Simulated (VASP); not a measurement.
System: ZrFe5Co14.

```
CELL_PARAMETERS angstrom
6.04499 -0.05876 -0.22165
-0.05876 6.48541 -0.02456
-0.22165 -0.02456 6.07087
ATOMIC_POSITIONS crystal
Co 0.77592 0.04580 0.20776
Co 0.89801 0.53644 0.73719
Co 0.81088 0.83008 0.50941
Co 0.39831 0.30775 0.23477
Co 0.72918 0.50532 0.32548
Co 0.59768 0.43348 0.95101
Co 0.25737 0.87523 0.60681
Co 0.53164 0.77683 0.21548
Co 0.59100 0.81236 0.81830
Co 0.91545 0.69603 0.09617
Co 0.69616 0.22421 0.74359
Co 0.96321 0.95897 0.85689
Co 0.50981 0.10245 0.49064
Co 0.44093 0.50964 0.59440
Fe 0.15784 0.91727 0.21763
Fe 0.36019 0.18745 0.88776
Fe 0.25593 0.65379 0.92879
Fe 0.03229 0.31183 0.07772
Fe 0.19619 0.58349 0.34668
Zr 0.06689 0.24643 0.52505
```

Base run:

* Program: VASP 6.6.1
* Functional: PBE
* Potentials or basis: VASP PAW PBE potentials, release 64 (Co, Fe, Zr_sv)
* Cutoff: 400 eV
* k mesh: 1 × 1 × 1, shifted
* Occupations: fermi-dirac, width 0.162 eV
* Spin: no spin polarisation

Its results: pressure -2.7 GPa; largest force 5.358 eV/Å.

Q: The run is repeated on the same cell with these changes: cutoff from 400 eV to 520 eV; further incar settings from LREAL = Auto; ALGO = Normal; EDIFF = 1e-06; NBANDS = 105; ISYM = -1 to LREAL = Auto; ALGO = Normal; EDIFF = 1e-07; NBANDS = 105; ISYM = 0. What comes out?

A: Pressure -2.2 GPa; largest force 5.357 eV/Å.

Caveats: some runs use coarse meshes; the atoms stand as in a frame of molecular dynamics; the run has no spin polarisation, though such a crystal can be magnetic.
